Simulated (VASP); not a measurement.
## WSe2: single point with r2SCAN

WSe2, a slab with vacuum:

```
W Se
1.0
     3.31442    0.00000    0.00000
    -1.65721    2.87038    0.00000
     0.00000    0.00000   29.80009
W Se
3 6
Cartesian
  1.6572 0.9568 0.0000
  0.0000 1.9136 22.9443
  0.0000 1.9136 6.8558
  0.0000 1.9136 1.6621
  1.6572 0.9568 24.6065
  1.6572 0.9568 8.5168
  0.0000 1.9136 28.1380
  1.6572 0.9568 21.2833
  1.6572 0.9568 5.1936
```

```
Program                : VASP 6.6.1
Task                   : single point
Functional             : r2SCAN
Potentials or basis    : VASP PAW PBE potentials, release 64 (W_sv, Se)
Cutoff                 : 520 eV
k mesh                 : 6 × 6 × 1
Occupations            : gaussian, width 0.05 eV
Spin                   : no spin polarisation
Dipole correction      : no
Further INCAR settings : ALGO = Normal; EDIFF = 1e-06; NBANDS = 49
```

The largest force is 0.045 eV/Å. The band gap on the k mesh is 1.51 eV (least direct gap 1.60 eV).

Forces on the atoms (eV/Å):
```
W    0.000  0.000  0.000
W    0.000  0.000  0.000
W    0.000  0.000  0.000
Se   0.000  0.000  0.045
Se   0.000  0.000  0.045
Se   0.000  0.000  0.045
Se   0.000  0.000 -0.045
Se   0.000  0.000 -0.045
Se   0.000  0.000 -0.045
```

Levels at points of the mesh, in eV from the valence-band top:
```tsv
k point	band 35	band 36	band 37	band 38	band 39	band 40	band 41	band 42	band 43	band 44
(0.00, 0.00, 0.00)	-1.51	-1.51	-0.61	-0.26	0.00	2.94	2.94	2.95	2.95	2.95
(0.50, 0.00, 0.00)	-1.24	-1.20	-1.20	-1.17	-1.14	2.36	2.37	2.38	2.69	2.77
```

It took 4.9 min on 1 thread of Intel(R) Xeon(R) 6975P-C (Granite Rapids) (shared host), peak memory 0.49 GiB.

Caveat: there is no dipole correction, which matters where the two faces differ; the PAW data sets were made with another functional, which shifts forces and pressure a little; spin-orbit coupling is left out, which moves the levels of the heavy elements.
